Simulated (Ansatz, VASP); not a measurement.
Two plane-wave programs on Li3IF2

```xyz
6
Lattice="5.6870 0.0000 0.0000 -2.8435 4.9251 0.0000 0.0000 0.0000 4.2364" Properties=species:S:1:pos:R:3 pbc="T T T"
Li    1.7796    3.0824    0.0000
Li   -1.0639    1.8427    0.0000
Li    2.1277    0.0000    0.0000
I     0.0000    0.0000    2.1182
F     2.8435    1.6417    0.0000
F     0.0000    3.2834    0.0000
```

Change from the starting cell: the structure that the rattled cell fell into.

Alike in both runs: task relaxation of cell and atoms; functional PBE; k mesh 6 × 6 × 6; occupations gaussian, width 0.02 eV; no spin polarisation.

|  | VASP | Ansatz |
| --- | --- | --- |
| version | VASP 6.6.1 | Ansatz 0.2.0 |
| potentials or method | VASP PAW PBE potentials, release 64 (Li_sv, I, F), cutoff 600 eV | scalar-relativistic, plane waves, PAW |
| valence electrons in the cell | 30 | 40 |

Ansatz gave:

```
gap on the k mesh at the Fermi level, each at its own relaxed structure (eV) : 4.50
relaxed volume (Å³/atom)                                                     : 19.73
relaxed cell length with the largest relative difference (Å)                 : 4.225
```

Q: Estimate VASP's values.

A: gap on the k mesh at the Fermi level, each at its own relaxed structure (eV): 4.51; relaxed volume (Å³/atom): 19.52; relaxed cell length with the largest relative difference (Å): 4.187.

VASP's potentials hold 30 valence electrons a cell and Ansatz's 40, so a difference there can come from the potentials and not from the codes.

Neither program's run includes spin-orbit coupling. Noted on VASP's run: the cutoff is short for stress, so the pressure is rough.
